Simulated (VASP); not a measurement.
# RbBr (P2) in VASP: single point with PBE

Aim: the single point of RbBr with PBE.

All numbers are computed with VASP 6.6.1; they aren't measurements. Logs are shortened: lines on timing, memory, paths and dates and some standing lists are left out, and cuts for length are marked.

**1. The cell of the first run**

It takes space group P2 (No. 3, monoclinic). Conventional cell: a = 4.125 Å, b = 4.380 Å, c = 4.155 Å, α = 90.00°, β = 94.57°, γ = 90.00°. Within 4.4 Å of Rb (site symmetry 2) lie 8 Br at 3.37 to 3.94 Å and 6 Rb at 4.12 to 4.38 Å. Within 4.4 Å of Br (site symmetry 2) lie 8 Rb at 3.37 to 3.94 Å and 6 Br at 4.12 to 4.38 Å.

**2. Single point, PBE (strained and its atoms moved)**

Contents of INCAR:

```
SYSTEM = RbBr
PREC = Accurate ; ENCUT = 520
EDIFF = 1E-6 ; ISMEAR = 0
SIGMA = 0.02 ; LREAL = .False.
LASPH = .True. ; NELM = 80
ALGO = Normal ; ISIF = 2
LWAVE = .False. ; LCHARG = .False.
GGA = PE ; NBANDS = 15
```

Contents of KPOINTS:

```
regular mesh
0
Gamma
  6 6 6
  0 0 0
```

Contents of POSCAR:

```
RbBr
1.0
    4.1512876323      0.0000000000      0.1650430920
    0.0000000000      4.3795422285      0.0000000000
    0.1650430920      0.0000000000      4.1214148327
Rb Br
1 1
Direct
    0.0000000000      0.0363541420      0.0000000000
    0.5000000000      0.4636458580      0.5000000000
```

Potentials or basis: VASP PAW PBE potentials, release 64 (Rb_sv, Br).

Command:

```console
cat potpaw_PBE.64/Rb_sv/POTCAR potpaw_PBE.64/Br/POTCAR > POTCAR
mpirun -np 1 vasp_std > vasp.out
```

OUTCAR:

```text
SYSTEM = RbBr
   PREC = Accurate
   ENCUT = 520
   EDIFF = 1E-6
   ISMEAR = 0
   LREAL = .False.
   LASPH = .True.
   NELM = 80
   ISIF = 2
   GGA = PE

 ion  position               nearest neighbor table
   1  0.000  0.036  0.000-   2 3.37   2 3.37   2 3.57   2 3.57   2 3.77   2 3.77   2 3.94   2 3.94

   2  0.500  0.464  0.500-   1 3.37   1 3.37   1 3.57   1 3.57   1 3.77   1 3.77   1 3.94   1 3.94

  LATTYP: Found a simple monoclinic cell.
 ALAT       =     4.1247181050
 B/A-ratio  =     1.0617797670
 C/A-ratio  =     1.0072366274
 COS(beta)  =    -0.0796754821

  Lattice vectors:

 A1 = (   0.1650430920,   0.0000000000,   4.1214148327)
 A2 = (   0.0000000000,   4.3795422285,   0.0000000000)
 A3 = (  -4.1512876323,   0.0000000000,  -0.1650430920)

Analysis of symmetry for initial positions (statically):
=====================================================================
 Subroutine PRICEL returns:
 Original cell was already a primitive cell.

 Routine SETGRP: Setting up the symmetry group for a
 simple monoclinic supercell.

 Subroutine GETGRP returns: Found  2 space group operations
 (whereof  2 operations were pure point group operations)
 out of a pool of  4 trial point group operations.

The static configuration has the point symmetry C_2 .

Analysis of symmetry for dynamics (positions and initial velocities):
=====================================================================
 Subroutine PRICEL returns:
 Original cell was already a primitive cell.

 Routine SETGRP: Setting up the symmetry group for a
 simple monoclinic supercell.

 Subroutine GETGRP returns: Found  2 space group operations
 (whereof  2 operations were pure point group operations)
 out of a pool of  4 trial point group operations.

The dynamic configuration has the point symmetry C_2 .

 Subroutine INISYM returns: Found  2 space group operations
 (whereof  2 operations are pure point group operations),
 and found     1 'primitive' translations

----------------------------------------------------------------------------------------

                                     Primitive cell

  volume of cell :      74.8111

  direct lattice vectors                    reciprocal lattice vectors
     4.151287632  0.000000000  0.165043092     0.241273241  0.000000000 -0.009661848
     0.000000000  4.379542229  0.000000000     0.000000000  0.228334366  0.000000000
     0.165043092  0.000000000  4.121414833    -0.009661848  0.000000000  0.243022035

  length of vectors
     4.154567153  4.379542229  4.124718105     0.241466619  0.228334366  0.243214023

  position of ions in fractional coordinates (direct lattice)
     0.000000000  0.036354142  0.000000000
     0.500000000  0.463645858  0.500000000

  ion indices of the primitive-cell ions
   primitive index   ion index
                 1           1
                 2           2

----------------------------------------------------------------------------------------

 KPOINTS: regular mesh

Automatic generation of k-mesh.
 Grid dimensions read from file:
 generate k-points for:    6    6    6

 Generating k-lattice:

  Cartesian coordinates                     Fractional coordinates (reciprocal lattice)
     0.040212207  0.000000000 -0.001610308     0.166666667  0.000000000 -0.000000000
     0.000000000  0.038055728  0.000000000     0.000000000  0.166666667  0.000000000
    -0.001610308  0.000000000  0.040503673     0.000000000  0.000000000  0.166666667

  Length of vectors
     0.040244437  0.038055728  0.040535670

  Shift w.r.t. Gamma in fractional coordinates (k-lattice)
     0.000000000  0.000000000  0.000000000

 Subroutine IBZKPT returns following result:
 ===========================================

 Found     80 irreducible k-points:

 Following reciprocal coordinates:
            Coordinates               Weight
  0.000000  0.000000  0.000000      1.000000
  0.166667  0.000000  0.000000      2.000000
  0.333333  0.000000  0.000000      2.000000
  0.500000  0.000000  0.000000      1.000000
  0.000000  0.166667  0.000000      2.000000
  0.166667  0.166667  0.000000      4.000000
[... 16 lines left out ...]
  0.000000  0.166667  0.166667      4.000000
  0.166667  0.166667  0.166667      4.000000
 [... further k-points ...]
   k-points           NKPTS =     80   k-points in BZ     NKDIM =     80   number of bands    NBANDS=     15
   number of dos      NEDOS =    301   number of ions     NIONS =      2
   total plane-waves  NPLWV =  36864
   dimension x,y,z NGX =    32 NGY =   36 NGZ =   32
   dimension x,y,z NGXF=    64 NGYF=   72 NGZF=   64
   ions per type =               1   1
   NGX,Y,Z   is equivalent  to a cutoff of  12.80, 13.67, 12.90 a.u.
   NGXF,Y,Z  is equivalent  to a cutoff of  25.61, 27.33, 25.80 a.u.
 SYSTEM =  RbBr
   PREC   = accura    normal or accurate (medium, high low for compatibility)
   ISTART =      0    job   : 0-new  1-cont  2-samecut
   ICHARG =      2    charge: 1-file 2-atom 10-const
   ISPIN  =      1    spin polarized calculation?
   LNONCOLLINEAR =      F non collinear calculations
   LSORBIT =      F    spin-orbit coupling
   LASPH  =      T    aspherical Exc in radial PAW
   ENCUT  =  520.0 eV  38.22 Ry    6.18 a.u.   7.72  8.14  7.67*2*pi/ulx,y,z
   NELM   =     80;   NELMIN=  2; NELMDL= -5     # of ELM steps
   EDIFF  = 0.1E-05   stopping-criterion for ELM
   LREAL  =      F    real-space projection
   EDIFFG = 0.1E-04   stopping-criterion for IOM
   NSW    =      0    number of steps for IOM
   IBRION =     -1    ionic relax: 0-MD 1-quasi-New 2-CG
   NFREE  =      0    steps in history (QN), initial steepest desc. (CG)
   ISIF   =      2    stress and relaxation
   ISYM   =      2    0-nonsym 1-usesym 2-fastsym
   POTIM  = 0.5000    time-step for ionic-motion
   TEBEG  =    0.0;   TEEND  =   0.0 temperature during run
   PSTRESS=    0.0 pullay stress
   NELECT =      16.0000    total number of electrons
   NUPDOWN=      -1.0000    fix difference up-down
   EMIN   =  10.00;   EMAX   =-10.00  energy-range for DOS
   EFERMI =   0.00;   METHOD = LEGACY
   ISMEAR =     0;   SIGMA  =   0.02  broadening in eV -4-tet -1-fermi 0-gaus
   EFERMI_NEDOS =   21; number of points for ismear=-14 and -15
   IALGO  =     38    algorithm
   IMIX   =      4    mixing-type and parameters
     AMIX     =   0.40;   BMIX     =  1.00
     AMIX_MAG =   1.60;   BMIX_MAG =  1.00
  volume/ion in A,a.u.               =      37.41       252.43
  Fermi-wavevector in a.u.,A,eV,Ry     =   0.979023  1.850085 13.040992  0.958486
  Thomas-Fermi vector in A             =   2.109844
   LORBIT       =      0    0 simple, 1 ext, 2 COOP (PROOUT), +10 PAW based schemes
   GGA     = PE    functional components
   LHFCALC =     F    Hartree Fock is set to
   AEXX    =    0.0000 exact exchange contribution
   IVDW    =     0    specifies the selected vdW correction
   LEPSILON=     F    determine dielectric tensor
   LRPA    =     F    only Hartree local field effects (RPA)
 non-spin polarized calculation
 Gauss-broadening in eV      SIGMA  =   0.02
  energy-cutoff  :      520.00
  volume of cell :       74.81
 maximum number of plane-waves:      2032
   NGX = 15   NGY = 17   NGZ = 15

 number of electron      16.0000001 magnetization

 Free energy of the ion-electron system (eV)
  ---------------------------------------------------
  ext. energy  EPLUGINS =         0.00000000
  ---------------------------------------------------
  free energy    TOTEN  =        -5.95474238 eV

  energy without entropy =       -5.95474238  energy(sigma->0) =       -5.95474238

 E-fermi :  -0.7576     XC(G=0):  -7.6427

 val. band max:       -0.9100383464   @ k =   0.5000   0.5000   0.0000
 cond. band min:       2.9146588519   @ k =   0.0000   0.0000   0.0000
 fundamental gap:      3.8246971984
 Fermi energy:        -0.7575738846

 k-point     1 :       0.0000    0.0000    0.0000
  band No.  band energies     occupation
      1     -26.1248      2.00000
      2     -13.4969      2.00000
      3     -10.1342      2.00000
      4     -10.1206      2.00000
      5     -10.1054      2.00000
      6      -1.3140      2.00000
      7      -1.0713      2.00000
      8      -0.9937      2.00000
      9       2.9147      0.00000
     10       4.7757      0.00000
     11       4.8014      0.00000
     12       8.5431      0.00000
     13       8.8551      0.00000
     14       8.9991      0.00000
     15      11.1731      0.00000

 k-point     2 :       0.1667    0.0000    0.0000
  band No.  band energies     occupation
      1     -26.1201      2.00000
      2     -13.4928      2.00000
      3     -10.1641      2.00000
      4     -10.1188      2.00000
      5     -10.0977      2.00000
      6      -1.5202      2.00000
      7      -1.3076      2.00000
      8      -1.0245      2.00000
      9       3.5214      0.00000
     10       4.9730      0.00000
     11       5.3109      0.00000
     12       8.5202      0.00000
     13       8.6566      0.00000
     14       9.0271      0.00000
     15      10.0694      0.00000

 k-point     3 :       0.3333    0.0000    0.0000
  band No.  band energies     occupation
      1     -26.1108      2.00000
      2     -13.4866      2.00000
      3     -10.2305      2.00000
      4     -10.1118      2.00000
      5     -10.0713      2.00000
      6      -2.2229      2.00000
      7      -1.3092      2.00000
      8      -1.0521      2.00000
      9       4.7568      0.00000
     10       5.4714      0.00000
     11       6.2542      0.00000
     12       7.9753      0.00000
     13       8.6452      0.00000
     14       9.0429      0.00000
     15       9.2594      0.00000
[... 343 lines left out ...]
 k-point    23 :       0.0000    0.1667    0.1667
  band No.  band energies     occupation
      1     -26.1173      2.00000
      2     -13.4865      2.00000
      3     -10.1909      2.00000
      4     -10.1186      2.00000
      5     -10.0945      2.00000
      6      -1.6937      2.00000
      7      -1.3811      2.00000
      8      -1.0604      2.00000
      9       3.9815      0.00000
     10       5.2248      0.00000
     11       5.6159      0.00000
     12       8.1824      0.00000
     13       8.3350      0.00000
     14       9.2568      0.00000
     15      10.1113      0.00000

 k-point    24 :       0.1667    0.1667    0.1667
  band No.  band energies     occupation
      1     -26.1130      2.00000
      2     -13.4621      2.00000
      3     -10.1781      2.00000
      4     -10.1765      2.00000
      5     -10.1143      2.00000
      6      -1.6372      2.00000
      7      -1.3990      2.00000
      8      -1.3505      2.00000
      9       4.3914      0.00000
     10       5.6125      0.00000
     11       5.7503      0.00000
     12       7.7283      0.00000
     13       7.9822      0.00000
     14       8.4229      0.00000
     15      10.8378      0.00000

 [... further k-points ...]

------------------------ aborting loop because EDIFF is reached ----------------------------------------

  FORCE on cell =-STRESS in cart. coord.  units (eV):
  Direction    XX          YY          ZZ          XY          YZ          ZX
  --------------------------------------------------------------------------------------
  -------------------------------------------------------------------------------------
  Total        0.3916659     -0.3078021      0.4817781      0.0000000      0.0000000     -0.2122578
  in kB        8.3880382     -6.5919870     10.3179107      0.0000000      0.0000000     -4.5457797
  external PRESSURE =       4.0379873 kB  Pullay stress =       0.0000000 kB

 VOLUME and BASIS-vectors are now :
 -----------------------------------------------------------------------------
  energy-cutoff  :      520.00
  volume of cell :       74.81
      direct lattice vectors                 reciprocal lattice vectors
     4.151287632  0.000000000  0.165043092     0.241273241  0.000000000 -0.009661848
     0.000000000  4.379542229  0.000000000     0.000000000  0.228334366  0.000000000
     0.165043092  0.000000000  4.121414833    -0.009661848  0.000000000  0.243022035

 POSITION                                       TOTAL-FORCE (eV/Angst)
 -----------------------------------------------------------------------------------
      0.00000      0.15921      0.00000         0.000000     -0.197417      0.000000
      2.15817      2.03056      2.14323         0.000000      0.197417      0.000000
 -----------------------------------------------------------------------------------
    total drift:                                0.000000     -0.000201      0.000000

  FREE ENERGIE OF THE ION-ELECTRON SYSTEM (eV)
  ---------------------------------------------------
  free  energy   TOTEN  =        -5.9547423762 eV

  energy  without entropy=       -5.9547423762  energy(sigma->0) =       -5.95474238
```

Run time: 48 s. Hardware: 1 thread of Intel Xeon Platinum 8375C at 2.90GHz (Ice Lake), shared host; peak memory 0.24 GiB.

What came out:

```
Free energy            : -5.9547 eV
Pressure               : 0.4 GPa
Largest force          : 0.197 eV/Å
Band gap on the k mesh : 3.82 eV (least direct gap 3.91 eV)
```

Forces on the atoms (eV/Å):
```
Rb   0.000 -0.197  0.000
Br   0.000  0.197  0.000
```

Caveat: the cell differs from its parent crystal (strained and its atoms moved). A k mesh can miss the band edges.
